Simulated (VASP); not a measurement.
Set up this calculation in VASP 6.6.1, as the native input.

* Task: single point
* Functional: PBE
* Potentials or basis: VASP PAW PBE potentials, release 64 (Fe)
* Cutoff: 600 eV
* k mesh: 5 × 5 × 5
* Occupations: gaussian, width 0.1 eV
* Spin: non-collinear spin, typed start, spin-orbit coupling
* Starting moments: [[0.0, 0.0, 2.2]] μB
* Dipole correction: no
* Further INCAR settings: ALGO = Normal; EDIFF = 1e-06; NBANDS = 19

The structure of Fe lies in POSCAR:

```
Fe
1.0
   -1.4375000000      1.4375000000      1.4375000000
    1.4375000000     -1.4375000000      1.4375000000
    1.4375000000      1.4375000000     -1.4375000000
Fe
1
Direct
    0.0000000000      0.0000000000      0.0000000000
```

One way to write it, as run:

INCAR

```
SYSTEM = Fe
PREC = Accurate
ENCUT = 600
EDIFF = 1E-6
ISMEAR = 0
SIGMA = 0.1
LREAL = .False.
LASPH = .True.
NELM = 200
ALGO = Normal
ISIF = 2
LWAVE = .False.
LCHARG = .True.
MAGMOM = 0 0 2.2
LORBIT = 11
LSORBIT = .True.
GGA_COMPAT = .False.
LORBMOM = .True.
LMAXMIX = 4
GGA = PE
LVHAR = .True.
NBANDS = 19
```

KPOINTS

```
regular mesh
0
Gamma
  5 5 5
  0 0 0
```

Potentials or basis: VASP PAW PBE potentials, release 64 (Fe).

The run is started by

```bash
$ cat potpaw_PBE.64/Fe/POTCAR > POTCAR
$ mpirun -np 1 vasp_ncl > vasp.out
```

Results of the run:

The pressure is -9.7 GPa, the net moment is 2.11 μB per cell and the valence electrons inside the program's atomic spheres are Fe 7.17.

Caveat: the k points lie up to 0.62 Å⁻¹ apart.

Wall time 54 s on 1 thread of Intel Xeon 6975P-C, on a shared host, peak memory 0.17 GiB.
